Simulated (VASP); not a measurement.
# Ta3Si3N (P6/mmm) in VASP: a series of runs

Ta3Si3N is run at these levels: PBE; tasks: single point, relaxation of cell and atoms.

Everything below comes from runs of VASP 6.6.1. Logs are shortened: lines on timing, memory, paths and dates and some standing lists are left out, and cuts for length are marked.

## (1) The cell of the first run

Symmetry: P6/mmm, No. 191, hexagonal system. The conventional cell has a = 4.629 Å, b = 4.629 Å, c = 5.944 Å, α = 90.00°, β = 90.00°, γ = 120.00°. Ta (site symmetry mmm) has 4 Ta at 2.31 Å and 2 N at 2.31 Å and 2 Si at 2.97 Å within 3.1 Å. Within 3.1 Å of Si (site symmetry mmm) lie 4 Si at 2.31 Å and 2 Ta at 2.97 Å. Within 3.1 Å of N (site symmetry 6/mmm) lie 6 Ta at 2.31 Å.

The cell was built from a structure type or drawn by symmetry, and may not be a known phase.

## (2) Single point, PBE

INCAR

```
PREC     = Accurate       # precision mode
ENCUT    = 520            # plane-wave cutoff, eV
EDIFF    = 1E-6           # SCF threshold, eV
ISMEAR   = 0              # smearing method
SIGMA    = 0.1            # smearing width, eV
LREAL    = False          # projectors in reciprocal space
LASPH    = True           # aspherical terms in the spheres
NELM     = 100            # most SCF steps
ALGO     = Normal         # electronic algorithm
ISIF     = 2              # what is computed and relaxed
LWAVE    = False          # write WAVECAR
LCHARG   = False          # write CHGCAR
GGA      = PE             # functional
NBANDS   = 34             # bands
```

KPOINTS

```
Automatic mesh
0
Gamma
  6 6 4
```

POSCAR

```
Ta3Si3N
1.0
    4.6288331300      0.0000000000      0.0000000000
   -2.3144165700      4.0086870800      0.0000000000
    0.0000000000      0.0000000000      5.9442231900
Ta Si N
3 3 1
Direct
    0.5000000000      0.0000000000      0.0000000000
    0.0000000000      0.5000000000      0.0000000000
    0.5000000000      0.5000000000      0.0000000000
    0.5000000000      0.0000000000      0.5000000000
    0.0000000000      0.5000000000      0.5000000000
    0.5000000000      0.5000000000      0.5000000000
    0.0000000000      0.0000000000      0.0000000000
```

Potentials or basis: VASP PAW PBE potentials, release 64 (Ta_pv, Si, N).

Started as:

```console
> cat potpaw_PBE.64/Ta_pv/POTCAR potpaw_PBE.64/Si/POTCAR potpaw_PBE.64/N/POTCAR > POTCAR
> mpirun -np 1 vasp_std > vasp.out
```

OUTCAR:

```text
PREC = Accurate
   ENCUT = 520
   EDIFF = 1E-6
   ISMEAR = 0
   LREAL = False
   LASPH = True
   NELM = 100
   ISIF = 2
   GGA = PE

 ion  position               nearest neighbor table
   1  0.500  0.000  0.000-   2 2.31   2 2.31   7 2.31   7 2.31   3 2.31   3 2.31   4 2.97   4 2.97

   2  0.000  0.500  0.000-   1 2.31   1 2.31   3 2.31   3 2.31   7 2.31   7 2.31   5 2.97   5 2.97

   3  0.500  0.500  0.000-   7 2.31   7 2.31   2 2.31   2 2.31   1 2.31   1 2.31   6 2.97   6 2.97

   4  0.500  0.000  0.500-   5 2.31   5 2.31   6 2.31   6 2.31   1 2.97   1 2.97
   5  0.000  0.500  0.500-   4 2.31   4 2.31   6 2.31   6 2.31   2 2.97   2 2.97
   6  0.500  0.500  0.500-   5 2.31   5 2.31   4 2.31   4 2.31   3 2.97   3 2.97
   7  0.000  0.000  0.000-   3 2.31   3 2.31   1 2.31   1 2.31   2 2.31   2 2.31

  LATTYP: Found a hexagonal cell.
 ALAT       =     4.6288331300
 C/A-ratio  =     1.2841731432

  Lattice vectors:

 A1 = (   4.6288331300,   0.0000000000,   0.0000000000)
 A2 = (  -2.3144165700,   4.0086870800,   0.0000000000)
 A3 = (   0.0000000000,   0.0000000000,   5.9442231900)

Analysis of symmetry for initial positions (statically):
=====================================================================
 Subroutine PRICEL returns:
 Original cell was already a primitive cell.

 Routine SETGRP: Setting up the symmetry group for a
 hexagonal supercell.

 Subroutine GETGRP returns: Found 24 space group operations
 (whereof 24 operations were pure point group operations)
 out of a pool of 24 trial point group operations.

The static configuration has the point symmetry D_6h.

Analysis of symmetry for dynamics (positions and initial velocities):
=====================================================================
 Subroutine PRICEL returns:
 Original cell was already a primitive cell.

 Routine SETGRP: Setting up the symmetry group for a
 hexagonal supercell.

 Subroutine GETGRP returns: Found 24 space group operations
 (whereof 24 operations were pure point group operations)
 out of a pool of 24 trial point group operations.

The dynamic configuration has the point symmetry D_6h.

 Subroutine INISYM returns: Found 24 space group operations
 (whereof 24 operations are pure point group operations),
 and found     1 'primitive' translations

----------------------------------------------------------------------------------------

                                     Primitive cell

  volume of cell :     110.2983

  direct lattice vectors                    reciprocal lattice vectors
     4.628833130  0.000000000  0.000000000     0.216037168  0.124729117  0.000000000
    -2.314416570  4.008687080  0.000000000     0.000000000  0.249458234  0.000000000
     0.000000000  0.000000000  5.944223190     0.000000000  0.000000000  0.168230561

  length of vectors
     4.628833130  4.628833132  5.944223190     0.249458234  0.249458234  0.168230561

  position of ions in fractional coordinates (direct lattice)
     0.500000000  0.000000000  0.000000000
     1.000000000  0.500000000  0.000000000
     0.500000000  0.500000000  0.000000000
     0.500000000  0.000000000  0.500000000
     1.000000000  0.500000000  0.500000000
     0.500000000  0.500000000  0.500000000
     0.000000000  0.000000000  0.000000000

  ion indices of the primitive-cell ions
   primitive index   ion index
                 1           1
                 2           2
                 3           3
                 4           4
                 5           5
                 6           6
                 7           7

----------------------------------------------------------------------------------------

 KPOINTS: Automatic mesh

Automatic generation of k-mesh.
 Grid dimensions read from file:
 generate k-points for:    6    6    4

 Generating k-lattice:

  Cartesian coordinates                     Fractional coordinates (reciprocal lattice)
     0.036006195  0.020788186  0.000000000     0.166666667 -0.000000000  0.000000000
     0.000000000  0.041576372  0.000000000     0.000000000  0.166666667  0.000000000
     0.000000000  0.000000000  0.042057640     0.000000000  0.000000000  0.250000000

  Length of vectors
     0.041576372  0.041576372  0.042057640

  Shift w.r.t. Gamma in fractional coordinates (k-lattice)
     0.000000000  0.000000000  0.000000000

 Subroutine IBZKPT returns following result:
 ===========================================

 Found     21 irreducible k-points:

 Following reciprocal coordinates:
            Coordinates               Weight
  0.000000  0.000000  0.000000      1.000000
  0.166667  0.000000  0.000000      6.000000
  0.333333  0.000000  0.000000      6.000000
  0.500000  0.000000  0.000000      3.000000
  0.166667  0.166667  0.000000      6.000000
  0.333333  0.166667  0.000000     12.000000
[... 13 lines left out ...]
  0.333333  0.166667  0.500000     12.000000
  0.333333  0.333333  0.500000      2.000000
   k-points           NKPTS =     21   k-points in BZ     NKDIM =     21   number of bands    NBANDS=     34
   number of dos      NEDOS =    301   number of ions     NIONS =      7
   total plane-waves  NPLWV =  62208
   dimension x,y,z NGX =    36 NGY =   36 NGZ =   48
   dimension x,y,z NGXF=    72 NGYF=   72 NGZF=   96
   ions per type =               3   3   1
   NGX,Y,Z   is equivalent  to a cutoff of  12.93, 12.93, 13.42 a.u.
   NGXF,Y,Z  is equivalent  to a cutoff of  25.86, 25.86, 26.85 a.u.
 SYSTEM =  unknown system
   PREC   = accura    normal or accurate (medium, high low for compatibility)
   ISTART =      0    job   : 0-new  1-cont  2-samecut
   ICHARG =      2    charge: 1-file 2-atom 10-const
   ISPIN  =      1    spin polarized calculation?
   LNONCOLLINEAR =      F non collinear calculations
   LSORBIT =      F    spin-orbit coupling
   LASPH  =      T    aspherical Exc in radial PAW
   ENCUT  =  520.0 eV  38.22 Ry    6.18 a.u.   8.61  8.61 11.05*2*pi/ulx,y,z
   NELM   =    100;   NELMIN=  2; NELMDL= -5     # of ELM steps
   EDIFF  = 0.1E-05   stopping-criterion for ELM
   LREAL  =      F    real-space projection
   EDIFFG = 0.1E-04   stopping-criterion for IOM
   NSW    =      0    number of steps for IOM
   IBRION =     -1    ionic relax: 0-MD 1-quasi-New 2-CG
   NFREE  =      0    steps in history (QN), initial steepest desc. (CG)
   ISIF   =      2    stress and relaxation
   ISYM   =      2    0-nonsym 1-usesym 2-fastsym
   POTIM  = 0.5000    time-step for ionic-motion
   TEBEG  =    0.0;   TEEND  =   0.0 temperature during run
   PSTRESS=    0.0 pullay stress
   NELECT =      50.0000    total number of electrons
   NUPDOWN=      -1.0000    fix difference up-down
   EMIN   =  10.00;   EMAX   =-10.00  energy-range for DOS
   EFERMI =   0.00;   METHOD = LEGACY
   ISMEAR =     0;   SIGMA  =   0.10  broadening in eV -4-tet -1-fermi 0-gaus
   EFERMI_NEDOS =   21; number of points for ismear=-14 and -15
   IALGO  =     38    algorithm
   IMIX   =      4    mixing-type and parameters
     AMIX     =   0.40;   BMIX     =  1.00
     AMIX_MAG =   1.60;   BMIX_MAG =  1.00
  volume/ion in A,a.u.               =      15.76       106.33
  Fermi-wavevector in a.u.,A,eV,Ry     =   1.257598  2.376516 21.518338  1.581553
  Thomas-Fermi vector in A             =   2.391249
   LORBIT       =      0    0 simple, 1 ext, 2 COOP (PROOUT), +10 PAW based schemes
   GGA     = PE    functional components
   LHFCALC =     F    Hartree Fock is set to
   AEXX    =    0.0000 exact exchange contribution
   IVDW    =     0    specifies the selected vdW correction
   LEPSILON=     F    determine dielectric tensor
   LRPA    =     F    only Hartree local field effects (RPA)
 non-spin polarized calculation
 Gauss-broadening in eV      SIGMA  =   0.10
  energy-cutoff  :      520.00
  volume of cell :      110.30
 maximum number of plane-waves:      2998
 NGX is ok and might be reduce to    36
   NGX = 17   NGY = 17   NGZ = 23

 number of electron      50.0000007 magnetization

 Free energy of the ion-electron system (eV)
  ---------------------------------------------------
  ext. energy  EPLUGINS =         0.00000000
  ---------------------------------------------------
  free energy    TOTEN  =       -49.17345049 eV

  energy without entropy =      -49.14803505  energy(sigma->0) =      -49.16074277

 E-fermi :   6.6208     XC(G=0): -11.3742

 val. band max:        6.5921741147   @ k =   0.3333   0.1667   0.0000
 cond. band min:       6.6318658141   @ k =   0.1667   0.0000   0.5000
 fundamental gap:      0.0396916995
 Fermi energy:         6.6208001448

 k-point     1 :       0.0000    0.0000    0.0000
  band No.  band energies     occupation
      1     -30.9375      2.00000
      2     -28.8959      2.00000
      3     -28.8959      2.00000
      4     -27.7800      2.00000
      5     -26.8561      2.00000
      6     -26.8561      2.00000
[... 26 lines left out ...]
     33      10.2793      0.00000
     34      12.1621      0.00000

 k-point     2 :       0.1667    0.0000    0.0000
  band No.  band energies     occupation
      1     -30.7026      2.00000
      2     -28.8648      2.00000
      3     -28.7150      2.00000
      4     -27.7289      2.00000
      5     -26.9150      2.00000
      6     -26.8571      2.00000
[... 26 lines left out ...]
     33      10.4282      0.00000
     34      11.7918      0.00000

 k-point     3 :       0.3333    0.0000    0.0000
  band No.  band energies     occupation
      1     -30.1469      2.00000
      2     -28.6710      2.00000
      3     -28.2045      2.00000
      4     -27.5950      2.00000
      5     -27.0644      2.00000
      6     -26.8589      2.00000
[... 26 lines left out ...]
     33      10.1037      0.00000
     34      10.7280      0.00000
[... 593 lines left out ...]
 k-point    20 :       0.3333    0.1667    0.5000
  band No.  band energies     occupation
      1     -29.7071      2.00000
      2     -28.5970      2.00000
      3     -27.7520      2.00000
      4     -27.6116      2.00000
      5     -27.4862      2.00000
      6     -27.1808      2.00000
[... 26 lines left out ...]
     33      10.9397      0.00000
     34      11.2533      0.00000

 k-point    21 :       0.3333    0.3333    0.5000
  band No.  band energies     occupation
      1     -28.9903      2.00000
      2     -28.9903      2.00000
      3     -28.3117      2.00000
      4     -27.3350      2.00000
      5     -27.3350      2.00000
      6     -26.8781      2.00000
[... 26 lines left out ...]
     33      11.1144      0.00000
     34      11.7131      0.00000

------------------------ aborting loop because EDIFF is reached ----------------------------------------

  FORCE on cell =-STRESS in cart. coord.  units (eV):
  Direction    XX          YY          ZZ          XY          YZ          ZX
  --------------------------------------------------------------------------------------
  -------------------------------------------------------------------------------------
  Total       39.6440302     39.6440302     -6.2632440     -0.0000000      0.0000000     -0.0000000
  in kB      575.8635520    575.8635519    -90.9789924     -0.0000007      0.0000000     -0.0000000
  external PRESSURE =     353.5827038 kB  Pullay stress =       0.0000000 kB

 VOLUME and BASIS-vectors are now :
 -----------------------------------------------------------------------------
  energy-cutoff  :      520.00
  volume of cell :      110.30
      direct lattice vectors                 reciprocal lattice vectors
     4.628833130  0.000000000  0.000000000     0.216037168  0.124729117  0.000000000
    -2.314416570  4.008687080  0.000000000     0.000000000  0.249458234  0.000000000
     0.000000000  0.000000000  5.944223190     0.000000000  0.000000000  0.168230561

 POSITION                                       TOTAL-FORCE (eV/Angst)
 -----------------------------------------------------------------------------------
      2.31442      0.00000      0.00000        -0.000000      0.000000      0.000000
     -1.15721      2.00434      0.00000         0.000000      0.000000      0.000000
      1.15721      2.00434      0.00000         0.000000      0.000000      0.000000
      2.31442      0.00000      2.97211         0.000000      0.000000      0.000000
     -1.15721      2.00434      2.97211         0.000000      0.000000      0.000000
      1.15721      2.00434      2.97211         0.000000      0.000000      0.000000
      0.00000      0.00000      0.00000        -0.000000      0.000000      0.000000
 -----------------------------------------------------------------------------------
    total drift:                                0.000000      0.000000     -0.000000

  FREE ENERGIE OF THE ION-ELECTRON SYSTEM (eV)
  ---------------------------------------------------
  free  energy   TOTEN  =       -49.1734504867 eV

  energy  without entropy=      -49.1480350519  energy(sigma->0) =      -49.16074277
```

Wall time 51 s (1 thread of AMD EPYC 9R45 (Zen 5), shared host); peak memory 0.24 GiB.

Results:

```
Free energy            : -49.1735 eV
Pressure               : 35.4 GPa
Band gap on the k mesh : zero (bands 25 and 26 overlap by 3.07 eV)
```

Stress tensor (GPa, compression positive):
```
57.59  0.00  0.00
 0.00 57.59  0.00
 0.00  0.00 -9.10
```

Levels at points of the mesh, in eV from the Fermi level:
| k point | band 23 | band 24 | band 25 | band 26 | band 27 | band 28 | band 29 | band 30 |
| --- | --- | --- | --- | --- | --- | --- | --- | --- |
| (0.00, 0.00, 0.00) | -2.11 | -1.81 | -1.78 | -1.78 | -1.62 | 2.27 | 2.53 | 2.53 |
| (0.50, 0.00, 0.00) | 0.17 | 0.33 | 0.37 | 1.20 | 1.34 | 1.50 | 1.98 | 2.25 |
| (0.00, 0.00, 0.50) | -3.06 | -2.77 | -0.44 | -0.44 | 0.04 | 0.04 | 2.28 | 2.72 |
| (0.50, 0.00, 0.50) | -0.29 | 0.36 | 0.88 | 1.20 | 1.44 | 1.55 | 2.05 | 2.28 |

Caveat: the cell stands under pressure; spin-orbit coupling is left out, which moves the levels of the heavy elements.

(Continued in part 2 of 2.)
